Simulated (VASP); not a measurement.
Crystal: MnAs.

```
CELL_PARAMETERS angstrom
3.71000 0.00000 0.00000
-1.85500 3.21295 0.00000
0.00000 0.00000 5.69100
ATOMIC_POSITIONS crystal
Mn 0.00000 0.00000 0.00000
Mn 0.00000 0.00000 0.50000
As 0.33333 0.66667 0.25000
As 0.66667 0.33333 0.75000
```

```yaml
Program: VASP 6.6.1
Task: relaxation of cell and atoms
Functional: PBE
Potentials_or_basis: VASP PAW PBE potentials, release 64 (Mn_pv, As)
Cutoff: 600 eV
k_mesh: 12 × 12 × 8
Occupations: gaussian, width 0.05 eV
Spin: no spin polarisation
```

At the start: pressure -19.3 GPa; volume 16.96 Å³/atom.

**Question.** Where does the relaxation end?

**Answer.** Over 10 steps the energy falls by 209.1 meV/atom and the volume is 14.01 Å³/atom (-17.4 %); space group P6_3/mmc (No. 194, to 0.05 Å).

Step by step:
```tsv
step	energy change (eV)	largest force (eV/Å)	pressure (GPa)	volume (Å³)
1	0.0000	0.0000	-19.35	67.84
2	-0.1915	0.0000	30.38	49.65
3	-0.7909	0.0000	-0.59	57.00
4	-0.7913	0.0000	0.00	56.80
5	-0.7923	0.0000	-0.06	56.78
6	-0.7968	0.0000	-0.03	56.70
7	-0.8091	0.0000	-0.08	56.54
8	-0.8340	0.0000	0.02	56.15
9	-0.7516	0.0000	1.54	55.15
10	-0.8362	0.0000	0.11	56.03
```

Final structure:
```
CELL_PARAMETERS angstrom
3.37678 0.00000 0.00000
-1.68839 2.92438 0.00000
0.00000 0.00000 5.67360
ATOMIC_POSITIONS crystal
Mn 0.00000 0.00000 0.00000
Mn 0.00000 0.00000 0.50000
As 0.33333 0.66667 0.25000
As 0.66667 0.33333 0.75000
```

Caveat: the volume moved by over 15 % at a fixed basis, so the end points are rough; the volume moved by -17 % from the deposited cell, more than functionals usually miss.
